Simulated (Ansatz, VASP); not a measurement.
**One calculation of Co, two programs**

Contents of INCAR:

```
SYSTEM = Co
PREC = Accurate ; ENCUT = 520
EDIFF = 1E-6 ; ISMEAR = -1
SIGMA = 0.05 ; LREAL = .FALSE.
LASPH = .TRUE. ; NELM = 150
ALGO = Normal ; ISIF = 2
LWAVE = .FALSE. ; LCHARG = .FALSE.
ISPIN = 2 ; MAGMOM = 1.754
LORBIT = 11 ; LMAXMIX = 4
GGA = PS ; NBANDS = 14
```

The input KPOINTS:

```
Automatic mesh
0
G
  15 15 15
  0 0 0
```

POSCAR

```
Co
1.0
    2.1998243657      0.0000000000      0.0000000000
    0.0000000000      2.1998243657      0.0000000000
    0.0000000000      0.0000000000      2.1998243657
Co
1
Direct
    0.0000000000      0.0000000000      0.0000000000
```

Input for Ansatz:

```yaml
crystal:
  lattice:
    - [2.1998243657, 0.0, 0.0]
    - [0.0, 2.1998243657, 0.0]
    - [0.0, 0.0, 2.1998243657]
  atoms:
    - { symbol: Co, position: [0.0, 0.0, 0.0], spin: 1.754 }
hamiltonian:
  xc: pbesol
  pseudopotentials:
    kind: paw
    azcp:
      Co: "pseudopotentials/Co.paw.azcp"
basis:
  ecutwfc: 420
  fft_grid_basis: typed
kpoints:
  mp_grid: { grid: [15, 15, 15], shift: [0, 0, 0] }
magnetization:
  spin_polarized: true
scf:
  occupations: { method: fermi_dirac, width: 0.05 }
  lower_state_search: "off"
output:
  stress: true
```

Alike in both runs: task single point; functional PBEsol; k mesh 15 × 15 × 15; occupations fermi-dirac, width 0.05 eV; collinear spin.

|  | VASP | Ansatz |
| --- | --- | --- |
| version | VASP 6.6.1 | Ansatz 0.2.0 |
| potentials or method | VASP PAW PBE potentials, release 64 (Co), cutoff 520 eV | plane waves (420 eV) with PAW, scalar-relativistic |
| valence electrons in the cell | 9 | 17 |

Ansatz gave:

| Quantity | Value |
| --- | --- |
| pressure (GPa) | 25.8 |
| net moment per atom (μB) | 1.45 |
| size of the moment on the site where the two differ most (μB) | 1.44 |

**Question.** What did VASP give for the same quantities?

**Answer.** Pressure (GPa): 24.2; net moment per atom (μB): 1.44; size of the moment on the site where the two differ most (μB): 1.43.

VASP's potentials were made for PBE, not for PBEsol, and Ansatz warns of the same on its side. Site moments also hang on the region over which each program counts them. VASP's potentials hold 9 valence electrons a cell and Ansatz's 17, so a difference there can come from the potentials and not from the codes.
